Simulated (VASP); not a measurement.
The system is Ag.

```
Ag
1.0
     4.58504    0.00000    0.00000
    -2.29252    3.97076    0.00000
     0.00000    0.00000    2.81063
Ag
3
Direct
  0.00000 0.00000 0.00000
  0.33333 0.66667 0.50000
  0.66667 0.33333 0.50000
```

This isn't the form of Ag at room conditions, which is fcc.

| Item | Value |
| --- | --- |
| Program | VASP 6.6.1 |
| Task | relaxation of cell and atoms |
| Functional | LDA |
| Potentials or basis | VASP PAW LDA potentials, release 64 (Ag) |
| Cutoff | 600 eV |
| k mesh | 8 × 8 × 11 |
| Occupations | fermi-dirac, width 0.1 eV |
| Spin | no spin polarisation |

At the start: pressure -4.7 GPa; volume 17.06 Å³/atom.

Problem. How do energy, volume and symmetry change on relaxing?

Solution. Over 5 steps the energy falls by 13.8 meV/atom and the volume is 16.36 Å³/atom (-4.1 %); space group P6/mmm (No. 191, to 0.1 Å) before and after.

The path:
```
step  energy change (eV)  largest force (eV/Å)  pressure (GPa)  volume (Å³)
   1              0.0000                0.0000           -4.73        51.17
   2             -0.0186                0.0000            4.69        47.53
   3             -0.0383                0.0000            0.36        48.98
   4             -0.0414                0.0000            0.07        49.07
   5             -0.0415                0.0000            0.06        49.08
```

Final structure:
```yaml
crystal:
  lattice:
    - [4.55679, 0.00000, 0.00000]
    - [-2.27840, 3.94630, 0.00000]
    - [0.00000, 0.00000, 2.72910]
  atoms:
    - { symbol: Ag, position: [0.00000, 0.00000, 0.00000] }
    - { symbol: Ag, position: [0.33333, 0.66667, 0.50000] }
    - { symbol: Ag, position: [0.66667, 0.33333, 0.50000] }
```
